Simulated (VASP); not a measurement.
# Bi (Immm) in VASP: further runs

Bi is run at these levels: PBE+D3(BJ); tasks: single point.

All numbers are computed with VASP 6.6.1; they aren't measurements. Logs are shortened: lines on timing, memory, paths and dates and some standing lists are left out, and cuts for length are marked.

### Step 1. The cell of the first run

It takes space group Immm (No. 71, orthorhombic). The conventional cell has a = 3.228 Å, b = 4.125 Å, c = 4.404 Å, α = 90.00°, β = 90.00°, γ = 90.00°. Bi (site symmetry mmm) has 12 Bi at 3.23 to 4.12 Å within 4.2 Å.

### Step 2. Single point, PBE+D3(BJ)

The input, INCAR:

```
ALGO     = Fast           # electronic algorithm
EDIFF    = 1E-6           # SCF threshold, eV
ENCUT    = 520            # plane-wave cutoff, eV
GGA      = PE             # functional
ISIF     = 2              # what is computed and relaxed
ISMEAR   = 0              # smearing method
IVDW     = 12             # dispersion correction
LASPH    = T              # aspherical terms in the spheres
LCHARG   = T              # write CHGCAR
LELF     = T              # ELF
LREAL    = F              # projectors in reciprocal space
LVHAR    = T            
LWAVE    = F              # write WAVECAR
NBANDS   = 14             # bands
NELM     = 60             # most SCF steps
PREC     = Accurate       # precision mode
SIGMA    = 0.15           # smearing width, eV
```

The input, KPOINTS:

```
k-points
0
Gamma
  16 16 16
```

The input, POSCAR:

```
Bi
1.0
   -1.6141125810      2.2019532782      2.0623411126
    1.6141125810     -2.2019532782      2.0623411126
    1.6141125810      2.2019532782     -2.0623411126
Bi
1
Direct
    0.0000000000      0.0000000000      0.0000000000
```

Potentials or basis: VASP PAW PBE potentials, release 64 (Bi_d).

Launch:

```bash
$ cat potpaw_PBE.64/Bi_d/POTCAR > POTCAR
$ mpirun -np 1 vasp_std > vasp.out
```

OUTCAR:

```text
EDIFF = 1E-6
   ENCUT = 520
   GGA = PE
   ISIF = 2
   ISMEAR = 0
   IVDW = 12
   LASPH = T
   LREAL = F
   NELM = 60
   PREC = Accurate
 IVDW          = 12

 ion  position               nearest neighbor table
   1  0.000  0.000  0.000-

  LATTYP: Found a body centered orthorhombic cell.
 ALAT       =     3.2282251620
 B/A-ratio  =     1.2776934750
 C/A-ratio  =     1.3641881639

  Lattice vectors:

 A1 = (   1.6141125810,  -2.2019532782,  -2.0623411126)
 A2 = (  -1.6141125810,  -2.2019532782,   2.0623411126)
 A3 = (  -1.6141125810,   2.2019532782,  -2.0623411126)

Analysis of symmetry for initial positions (statically):
=====================================================================
 Subroutine PRICEL returns:
 Original cell was already a primitive cell.

 Routine SETGRP: Setting up the symmetry group for a
 body centered orthorhombic supercell.

 Subroutine GETGRP returns: Found  8 space group operations
 (whereof  8 operations were pure point group operations)
 out of a pool of  8 trial point group operations.

The static configuration has the point symmetry D_2h.

Analysis of symmetry for dynamics (positions and initial velocities):
=====================================================================
 Subroutine PRICEL returns:
 Original cell was already a primitive cell.

 Routine SETGRP: Setting up the symmetry group for a
 body centered orthorhombic supercell.

 Subroutine GETGRP returns: Found  8 space group operations
 (whereof  8 operations were pure point group operations)
 out of a pool of  8 trial point group operations.

The dynamic configuration has the point symmetry D_2h.

 Subroutine INISYM returns: Found  8 space group operations
 (whereof  8 operations are pure point group operations),
 and found     1 'primitive' translations

----------------------------------------------------------------------------------------

                                     Primitive cell

  volume of cell :      29.3199

  direct lattice vectors                    reciprocal lattice vectors
    -1.614112581  2.201953278  2.062341113     0.000000000  0.227071121  0.242442919
     1.614112581 -2.201953278  2.062341113     0.309767736  0.000000000  0.242442919
     1.614112581  2.201953278 -2.062341113     0.309767736  0.227071121  0.000000000

  length of vectors
     3.421579829  3.421579829  3.421579829     0.332174447  0.393363216  0.384079867

  position of ions in fractional coordinates (direct lattice)
     0.000000000  0.000000000  0.000000000

  ion indices of the primitive-cell ions
   primitive index   ion index
                 1           1

----------------------------------------------------------------------------------------

 KPOINTS: k-points

Automatic generation of k-mesh.
 Grid dimensions read from file:
 generate k-points for:   16   16   16

 Generating k-lattice:

  Cartesian coordinates                     Fractional coordinates (reciprocal lattice)
     0.000000000  0.014191945  0.015152682     0.062500000  0.000000000  0.000000000
     0.019360484  0.000000000  0.015152682     0.000000000  0.062500000  0.000000000
     0.019360484  0.014191945  0.000000000     0.000000000  0.000000000  0.062500000

  Length of vectors
     0.020760903  0.024585201  0.024004992

  Shift w.r.t. Gamma in fractional coordinates (k-lattice)
     0.000000000  0.000000000  0.000000000

 Subroutine IBZKPT returns following result:
 ===========================================

 Found    621 irreducible k-points:

 Following reciprocal coordinates:
            Coordinates               Weight
  0.000000  0.000000  0.000000      1.000000
  0.062500  0.000000  0.000000      4.000000
  0.125000  0.000000  0.000000      4.000000
  0.187500 -0.000000  0.000000      4.000000
  0.250000  0.000000  0.000000      4.000000
  0.312500  0.000000  0.000000      4.000000
[... 16 lines left out ...]
 -0.187500  0.062500 -0.000000      8.000000
 -0.125000  0.062500  0.000000      8.000000
 [... further k-points ...]
   k-points           NKPTS =    621   k-points in BZ     NKDIM =    621   number of bands    NBANDS=     14
   number of dos      NEDOS =    301   number of ions     NIONS =      1
   total plane-waves  NPLWV =  21952
   dimension x,y,z NGX =    28 NGY =   28 NGZ =   28
   dimension x,y,z NGXF=    56 NGYF=   56 NGZF=   56
   ions per type =               1
   NGX,Y,Z   is equivalent  to a cutoff of  13.60, 13.60, 13.60 a.u.
   NGXF,Y,Z  is equivalent  to a cutoff of  27.21, 27.21, 27.21 a.u.
 SYSTEM =  unknown system
   PREC   = accura    normal or accurate (medium, high low for compatibility)
   ISTART =      0    job   : 0-new  1-cont  2-samecut
   ICHARG =      2    charge: 1-file 2-atom 10-const
   ISPIN  =      1    spin polarized calculation?
   LNONCOLLINEAR =      F non collinear calculations
   LSORBIT =      F    spin-orbit coupling
   LASPH  =      T    aspherical Exc in radial PAW
   ENCUT  =  520.0 eV  38.22 Ry    6.18 a.u.   6.36  6.36  6.36*2*pi/ulx,y,z
   NELM   =     60;   NELMIN=  2; NELMDL= -5     # of ELM steps
   EDIFF  = 0.1E-05   stopping-criterion for ELM
   LREAL  =      F    real-space projection
   EDIFFG = 0.1E-04   stopping-criterion for IOM
   NSW    =      0    number of steps for IOM
   IBRION =     -1    ionic relax: 0-MD 1-quasi-New 2-CG
   NFREE  =      0    steps in history (QN), initial steepest desc. (CG)
   ISIF   =      2    stress and relaxation
   ISYM   =      2    0-nonsym 1-usesym 2-fastsym
   POTIM  = 0.5000    time-step for ionic-motion
   TEBEG  =    0.0;   TEEND  =   0.0 temperature during run
   PSTRESS=    0.0 pullay stress
   NELECT =      15.0000    total number of electrons
   NUPDOWN=      -1.0000    fix difference up-down
   EMIN   =  10.00;   EMAX   =-10.00  energy-range for DOS
   EFERMI =   0.00;   METHOD = LEGACY
   ISMEAR =     0;   SIGMA  =   0.15  broadening in eV -4-tet -1-fermi 0-gaus
   EFERMI_NEDOS =   21; number of points for ismear=-14 and -15
   IALGO  =     68    algorithm
   IMIX   =      4    mixing-type and parameters
     AMIX     =   0.40;   BMIX     =  1.00
     AMIX_MAG =   1.60;   BMIX_MAG =  1.00
  volume/ion in A,a.u.               =      29.32       197.86
  Fermi-wavevector in a.u.,A,eV,Ry     =   1.309336  2.474286 23.325295  1.714361
  Thomas-Fermi vector in A             =   2.439942
   LORBIT       =      0    0 simple, 1 ext, 2 COOP (PROOUT), +10 PAW based schemes
   GGA     = PE    functional components
   LHFCALC =     F    Hartree Fock is set to
   AEXX    =    0.0000 exact exchange contribution
   IVDW    =    12    specifies the selected vdW correction
   LEPSILON=     F    determine dielectric tensor
   LRPA    =     F    only Hartree local field effects (RPA)
 non-spin polarized calculation
 RMM-DIIS sequential band-by-band and
 Gauss-broadening in eV      SIGMA  =   0.15
  energy-cutoff  :      520.00
  volume of cell :       29.32
 maximum number of plane-waves:       809
 NGX is ok and might be reduce to    28
   NGX = 13   NGY = 13   NGZ = 13

 number of electron      15.0000003 magnetization

 Free energy of the ion-electron system (eV)
  ---------------------------------------------------
  ext. energy  EPLUGINS =         0.00000000
  ---------------------------------------------------
  free energy    TOTEN  =        -3.67107390 eV

  energy without entropy =       -3.66459339  energy(sigma->0) =       -3.66783365

 E-fermi :   8.7497     XC(G=0): -10.5569

 val. band max:        8.7341054378   @ k =  -0.4375  -0.2500   0.2500
 cond. band min:       8.7524170594   @ k =  -0.2500   0.2500   0.0000
 fundamental gap:      0.0183116217
 Fermi energy:         8.7497441784

 k-point     1 :       0.0000    0.0000    0.0000
  band No.  band energies     occupation
      1     -14.4476      2.00000
      2     -14.4456      2.00000
      3     -14.3348      2.00000
      4     -14.3185      2.00000
      5     -14.2239      2.00000
      6      -5.3637      2.00000
      7      12.5960      0.00000
      8      12.8129      0.00000
      9      16.2383      0.00000
     10      16.7955      0.00000
     11      17.5885      0.00000
     12      19.5529      0.00000
     13      20.4178      0.00000
     14      22.4997      0.00000

 k-point     2 :       0.0625    0.0000    0.0000
  band No.  band energies     occupation
      1     -14.4491      2.00000
      2     -14.4407      2.00000
      3     -14.3327      2.00000
      4     -14.3158      2.00000
      5     -14.2259      2.00000
      6      -5.3023      2.00000
      7      11.8183      0.00000
      8      12.7702      0.00000
      9      16.0794      0.00000
     10      17.1439      0.00000
     11      18.2621      0.00000
     12      19.4444      0.00000
     13      20.2572      0.00000
     14      22.2144      0.00000

 k-point     3 :       0.1250    0.0000    0.0000
  band No.  band energies     occupation
      1     -14.4534      2.00000
      2     -14.4267      2.00000
      3     -14.3314      2.00000
      4     -14.3031      2.00000
      5     -14.2318      2.00000
      6      -5.1197      2.00000
      7      10.1735      0.00000
      8      12.9143      0.00000
      9      15.6679      0.00000
     10      17.3696      0.00000
     11      19.1529      0.00000
     12      19.8640      0.00000
     13      20.2048      0.00000
     14      21.7135      0.00000
[... 324 lines left out ...]
 k-point    23 :      -0.1875    0.0625   -0.0000
  band No.  band energies     occupation
      1     -14.4464      2.00000
      2     -14.4148      2.00000
      3     -14.3335      2.00000
      4     -14.2935      2.00000
      5     -14.2380      2.00000
      6      -4.9194      2.00000
      7       9.3999      0.00000
      8      12.8916      0.00000
      9      14.6360      0.00000
     10      17.6355      0.00000
     11      18.6267      0.00000
     12      19.8740      0.00000
     13      21.2579      0.00000
     14      22.0639      0.00000

 k-point    24 :      -0.1250    0.0625    0.0000
  band No.  band energies     occupation
      1     -14.4407      2.00000
      2     -14.4312      2.00000
      3     -14.3330      2.00000
      4     -14.3125      2.00000
      5     -14.2305      2.00000
      6      -5.1575      2.00000
      7      11.1204      0.00000
      8      12.6615      0.00000
      9      15.1414      0.00000
     10      17.4851      0.00000
     11      18.8328      0.00000
     12      19.1736      0.00000
     13      20.0131      0.00000
     14      21.9797      0.00000

 [... further k-points ...]

------------------------ aborting loop because EDIFF is reached ----------------------------------------

 Edisp (eV)   -0.53913

 E8    (eV) :    -0.2653

  FORCE on cell =-STRESS in cart. coord.  units (eV):
  Direction    XX          YY          ZZ          XY          YZ          ZX
  --------------------------------------------------------------------------------------
  -------------------------------------------------------------------------------------
  Total       1.38346     0.27387     0.32047     0.00000     0.00000     0.00000
  in kB      75.59897    14.96559    17.51179     0.00000     0.00000     0.00000
  external pressure =       36.03 kB  Pullay stress =        0.00 kB

 VOLUME and BASIS-vectors are now :
 -----------------------------------------------------------------------------
  energy-cutoff  :      520.00
  volume of cell :       29.32
      direct lattice vectors                 reciprocal lattice vectors
    -1.614112581  2.201953278  2.062341113     0.000000000  0.227071121  0.242442919
     1.614112581 -2.201953278  2.062341113     0.309767736  0.000000000  0.242442919
     1.614112581  2.201953278 -2.062341113     0.309767736  0.227071121  0.000000000

 POSITION                                       TOTAL-FORCE (eV/Angst)
 -----------------------------------------------------------------------------------
      0.00000      0.00000      0.00000        -0.000000      0.000000      0.000000
 -----------------------------------------------------------------------------------
    total drift:                               -0.000000     -0.000000     -0.000000

  FREE ENERGIE OF THE ION-ELECTRON SYSTEM (eV)
  ---------------------------------------------------
  free  energy   TOTEN  =        -4.2102068595 eV

  energy  without entropy=       -4.2037263517  energy(sigma->0) =       -4.20696661
```

Wall time 3.5 min (1 thread of Intel Xeon 6975P-C, shared host); peak memory 0.35 GiB.

Results:

* Free energy: -4.2102 eV
* Pressure: 3.6 GPa
* Dispersion energy per atom: -0.539 eV

Caveat: the cell differs from its parent crystal (strain +e along x and -e along y -0.1500, strain +e along z and -e/2 along x and y +0.0525); spin-orbit coupling is left out, which moves the levels of the heavy elements; pairwise dispersion overbinds metals, which lowers pressure and volume.

[end of part 1 of 2]
